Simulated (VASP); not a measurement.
# AgBi2 (Fm-3m) in VASP: a series of runs, part 2 of 2

VASP 6.6.1. Earlier steps stand in the parts before.

## 3. Relaxation of cell and atoms, PBE

This run uses another cell than the first one, of 29.89 Å³/atom.

INCAR reads:

```
  PREC = Accurate
  ENCUT = 600
  EDIFF = 1E-6
  ISMEAR = 0
  SIGMA = 0.1
  LREAL = False
  LASPH = True
  NELM = 60
  ALGO = Fast
  ISIF = 3
  LWAVE = False
  LCHARG = False
  GGA = PE
  IBRION = 2
  NSW = 100
  EDIFFG = -0.01
```

KPOINTS reads:

```
regular mesh
0
Gamma
  12 12 12
```

POSCAR reads:

```
AgBi2
1.0
    0.0000000000      3.5523823439      3.5523823439
    3.5523823439      0.0000000000      3.5523823439
    3.5523823439      3.5523823439      0.0000000000
Ag Bi
1 2
Direct
    0.0000000000      0.0000000000      0.0000000000
    0.2500000000      0.2500000000      0.2500000000
    0.7500000000      0.7500000000      0.7500000000
```

Potentials or basis: VASP PAW PBE potentials, release 64 (Ag, Bi_d).

Started as:

```
$ cat potpaw_PBE.64/Ag/POTCAR potpaw_PBE.64/Bi_d/POTCAR > POTCAR
$ mpirun -np 1 vasp_std > vasp.out
```

OUTCAR:

```text
PREC = Accurate
   ENCUT = 600
   EDIFF = 1E-6
   ISMEAR = 0
   LREAL = False
   LASPH = True
   NELM = 60
   ISIF = 3
   GGA = PE
   IBRION = 2
   NSW = 100
   EDIFFG = -0.01

 ion  position               nearest neighbor table
   1  0.000  0.000  0.000-   2 3.08   3 3.08   3 3.08   3 3.08   3 3.08   2 3.08   2 3.08   2 3.08

   2  0.250  0.250  0.250-   1 3.08   1 3.08   1 3.08   1 3.08   3 3.55   3 3.55   3 3.55   3 3.55
                             3 3.55   3 3.55
   3  0.750  0.750  0.750-   1 3.08   1 3.08   1 3.08   1 3.08   2 3.55   2 3.55   2 3.55   2 3.55
                             2 3.55   2 3.55

  LATTYP: Found a face centered cubic cell.
 ALAT       =     7.1047646878

  Lattice vectors:

 A1 = (   0.0000000000,   3.5523823439,   3.5523823439)
 A2 = (   3.5523823439,   0.0000000000,   3.5523823439)
 A3 = (   3.5523823439,   3.5523823439,   0.0000000000)

Analysis of symmetry for initial positions (statically):
=====================================================================
 Subroutine PRICEL returns:
 Original cell was already a primitive cell.

 Routine SETGRP: Setting up the symmetry group for a
 face centered cubic supercell.

 Subroutine GETGRP returns: Found 48 space group operations
 (whereof 48 operations were pure point group operations)
 out of a pool of 48 trial point group operations.

The static configuration has the point symmetry O_h .

Analysis of symmetry for dynamics (positions and initial velocities):
=====================================================================
 Subroutine PRICEL returns:
 Original cell was already a primitive cell.

 Routine SETGRP: Setting up the symmetry group for a
 face centered cubic supercell.

 Subroutine GETGRP returns: Found 48 space group operations
 (whereof 48 operations were pure point group operations)
 out of a pool of 48 trial point group operations.

The dynamic configuration has the point symmetry O_h .

 Subroutine INISYM returns: Found 48 space group operations
 (whereof 48 operations are pure point group operations),
 and found     1 'primitive' translations

----------------------------------------------------------------------------------------

                                     Primitive cell

  volume of cell :      89.6580

  direct lattice vectors                    reciprocal lattice vectors
     0.000000000  3.552382344  3.552382344    -0.140750615  0.140750615  0.140750615
     3.552382344  0.000000000  3.552382344     0.140750615 -0.140750615  0.140750615
     3.552382344  3.552382344  0.000000000     0.140750615  0.140750615 -0.140750615

  length of vectors
     5.023827289  5.023827289  5.023827289     0.243787217  0.243787217  0.243787217

  position of ions in fractional coordinates (direct lattice)
     0.000000000  0.000000000  0.000000000
     0.250000000  0.250000000  0.250000000
     0.750000000  0.750000000  0.750000000

  ion indices of the primitive-cell ions
   primitive index   ion index
                 1           1
                 2           2
                 3           3

----------------------------------------------------------------------------------------

 KPOINTS: regular mesh

Automatic generation of k-mesh.
 Grid dimensions read from file:
 generate k-points for:   12   12   12

[... 46 lines left out ...]
   number of dos      NEDOS =    301   number of ions     NIONS =      3
   total plane-waves  NPLWV =  64000
   dimension x,y,z NGX =    40 NGY =   40 NGZ =   40
   dimension x,y,z NGXF=    80 NGYF=   80 NGZF=   80
   ions per type =               1   2
   NGX,Y,Z   is equivalent  to a cutoff of  13.24, 13.24, 13.24 a.u.
   NGXF,Y,Z  is equivalent  to a cutoff of  26.47, 26.47, 26.47 a.u.
 SYSTEM =  unknown system
   PREC   = accura    normal or accurate (medium, high low for compatibility)
   ISTART =      0    job   : 0-new  1-cont  2-samecut
   ICHARG =      2    charge: 1-file 2-atom 10-const
   ISPIN  =      1    spin polarized calculation?
   LNONCOLLINEAR =      F non collinear calculations
   LSORBIT =      F    spin-orbit coupling
   LASPH  =      T    aspherical Exc in radial PAW
   ENCUT  =  600.0 eV  44.10 Ry    6.64 a.u.  10.03 10.03 10.03*2*pi/ulx,y,z
   NELM   =     60;   NELMIN=  2; NELMDL= -5     # of ELM steps
   EDIFF  = 0.1E-05   stopping-criterion for ELM
   LREAL  =      F    real-space projection
   EDIFFG = -.1E-01   stopping-criterion for IOM
   NSW    =    100    number of steps for IOM
   IBRION =      2    ionic relax: 0-MD 1-quasi-New 2-CG
   NFREE  =      1    steps in history (QN), initial steepest desc. (CG)
   ISIF   =      3    stress and relaxation
   ISYM   =      2    0-nonsym 1-usesym 2-fastsym
   POTIM  = 0.5000    time-step for ionic-motion
   TEBEG  =    0.0;   TEEND  =   0.0 temperature during run
   PSTRESS=    0.0 pullay stress
   NELECT =      41.0000    total number of electrons
   NUPDOWN=      -1.0000    fix difference up-down
   EMIN   =  10.00;   EMAX   =-10.00  energy-range for DOS
   EFERMI =   0.00;   METHOD = LEGACY
   ISMEAR =     0;   SIGMA  =   0.10  broadening in eV -4-tet -1-fermi 0-gaus
   EFERMI_NEDOS =   21; number of points for ismear=-14 and -15
   IALGO  =     68    algorithm
   IMIX   =      4    mixing-type and parameters
     AMIX     =   0.40;   BMIX     =  1.00
     AMIX_MAG =   1.60;   BMIX_MAG =  1.00
  volume/ion in A,a.u.               =      29.89       201.68
  Fermi-wavevector in a.u.,A,eV,Ry     =   1.261265  2.383446 21.644011  1.590790
  Thomas-Fermi vector in A             =   2.394733
   LORBIT       =      0    0 simple, 1 ext, 2 COOP (PROOUT), +10 PAW based schemes
   GGA     = PE    functional components
   LHFCALC =     F    Hartree Fock is set to
   AEXX    =    0.0000 exact exchange contribution
   IVDW    =     0    specifies the selected vdW correction
   LEPSILON=     F    determine dielectric tensor
   LRPA    =     F    only Hartree local field effects (RPA)
 conjugate gradient relaxation of ions
 non-spin polarized calculation
 RMM-DIIS sequential band-by-band and
 Gauss-broadening in eV      SIGMA  =   0.10
  energy-cutoff  :      600.00
  volume of cell :       89.66
 maximum number of plane-waves:      3028
   NGX = 21   NGY = 21   NGZ = 21

--------------------------------------- Ionic step        1  -------------------------------------------

 number of electron      41.0000009 magnetization

 Free energy of the ion-electron system (eV)
  ---------------------------------------------------
  ext. energy  EPLUGINS =         0.00000000
  ---------------------------------------------------
  free energy    TOTEN  =       -10.36641122 eV

  energy without entropy =      -10.35984229  energy(sigma->0) =      -10.36312675

------------------------ aborting loop because EDIFF is reached ----------------------------------------

  FORCE on cell =-STRESS in cart. coord.  units (eV):
  Direction    XX          YY          ZZ          XY          YZ          ZX
  --------------------------------------------------------------------------------------
  -------------------------------------------------------------------------------------
  Total       -0.1911745     -0.1911745     -0.1911745      0.0000000      0.0000000      0.0000000
  in kB       -3.4162649     -3.4162649     -3.4162649      0.0000000      0.0000000      0.0000000
  external PRESSURE =      -3.4162649 kB  Pullay stress =       0.0000000 kB
[... 61 lines left out ...]
--------------------------------------- Ionic step        3  -------------------------------------------

 number of electron      41.0000008 magnetization

 Free energy of the ion-electron system (eV)
  ---------------------------------------------------
  ext. energy  EPLUGINS =         0.00000000
  ---------------------------------------------------
  free energy    TOTEN  =       -10.36697230 eV

  energy without entropy =      -10.36040775  energy(sigma->0) =      -10.36369003

 E-fermi :   6.7819     XC(G=0):  -9.9747

 val. band max:        6.7767042006   @ k =  -0.3333   0.4167   0.1667
 cond. band min:       6.7960071366   @ k =   0.5000   0.1667   0.0000
 fundamental gap:      0.0193029360
 Fermi energy:         6.7819288541

 k-point     1 :       0.0000    0.0000    0.0000
  band No.  band energies     occupation
      1     -16.2402      2.00000
      2     -16.2402      2.00000
      3     -16.1822      2.00000
      4     -16.1822      2.00000
      5     -16.1822      2.00000
      6     -16.1077      2.00000
[... 637 lines left out ...]
     23       8.5224      0.00000
     24      11.0453      0.00000

 [... further k-points ...]

------------------------ aborting loop because EDIFF is reached ----------------------------------------

  FORCE on cell =-STRESS in cart. coord.  units (eV):
  Direction    XX          YY          ZZ          XY          YZ          ZX
  --------------------------------------------------------------------------------------
  -------------------------------------------------------------------------------------
  Total       -0.0104935     -0.0104935     -0.0104935      0.0000000     -0.0000000     -0.0000000
  in kB       -0.1886441     -0.1886441     -0.1886441      0.0000000     -0.0000000     -0.0000000
  external PRESSURE =      -0.1886441 kB  Pullay stress =       0.0000000 kB
[... 18 lines left out ...]
  FREE ENERGIE OF THE ION-ELECTRON SYSTEM (eV)
  ---------------------------------------------------
  free  energy   TOTEN  =       -10.3669723025 eV

  energy  without entropy=      -10.3604077523  energy(sigma->0) =      -10.36369003

 reached required accuracy - stopping structural energy minimisation
```

CONTCAR:

```text
AgBi2
   1.00000000000000
     0.0000000000000000    3.5452967043913941    3.5452967043913941
     3.5452967043913941    0.0000000000000000    3.5452967043913941
     3.5452967043913941    3.5452967043913941    0.0000000000000000
  Ag              Bi
     1     2
Direct
     0.0000000000000000    0.0000000000000000    0.0000000000000000
     0.2500000000000000    0.2500000000000000    0.2500000000000000
     0.7500000000000000    0.7500000000000000    0.7500000000000000

  0.00000000E+00  0.00000000E+00  0.00000000E+00
  0.00000000E+00  0.00000000E+00  0.00000000E+00
  0.00000000E+00  0.00000000E+00  0.00000000E+00
```

It took 3.3 min on 1 thread of Intel Xeon 6975P-C (Granite Rapids), shared host; peak memory 0.38 GiB.

Results:

| Quantity | Value |
| --- | --- |
| Free energy | -10.3670 eV |
| Relaxed volume | 29.71 Å³/atom |
| Relaxed cell | a = 5.014 Å, b = 5.014 Å, c = 5.014 Å, α = 60.00°, β = 60.00°, γ = 60.00° |
| Space group after relaxing (to 0.1 Å) | Fm-3m (No. 225) |
| Energy gained by relaxing | 0.2 meV/atom |
| Ionic steps | 3 |
| Pressure after relaxing | 0.0 GPa |
| Band gap on the k mesh | zero (an odd number of electrons rules out a gap without spin polarisation) |

The path:
| step | energy change (eV) | largest force (eV/Å) | pressure (GPa) | volume (Å³) |
| --- | --- | --- | --- | --- |
| 1 | 0.0000 | 0.0000 | -0.34 | 89.66 |
| 2 | -0.0004 | 0.0000 | 0.20 | 88.83 |
| 3 | -0.0006 | 0.0000 | -0.02 | 89.12 |

Final structure:
```yaml
crystal:
  lattice:
    - [0.00000, 3.54530, 3.54530]
    - [3.54530, 0.00000, 3.54530]
    - [3.54530, 3.54530, 0.00000]
  atoms:
    - { symbol: Ag, position: [0.00000, 0.00000, 0.00000] }
    - { symbol: Bi, position: [0.25000, 0.25000, 0.25000] }
    - { symbol: Bi, position: [0.75000, 0.75000, 0.75000] }
```

Levels at points of the mesh, in eV from the Fermi level:
| k point | band 18 | band 19 | band 20 | band 21 | band 22 | band 23 |
| --- | --- | --- | --- | --- | --- | --- |
| (0.00, 0.00, 0.00) | -0.61 | -0.61 | -0.61 | 1.13 | 1.13 | 1.13 |
| (0.50, 0.00, 0.00) | -2.47 | -1.38 | -1.38 | -1.35 | 0.09 | 0.09 |
| (0.50, 0.50, 0.00) | -4.31 | -3.45 | -3.45 | 1.34 | 3.41 | 3.41 |

Caveat: spin-orbit coupling is left out, which moves the levels of the heavy elements.
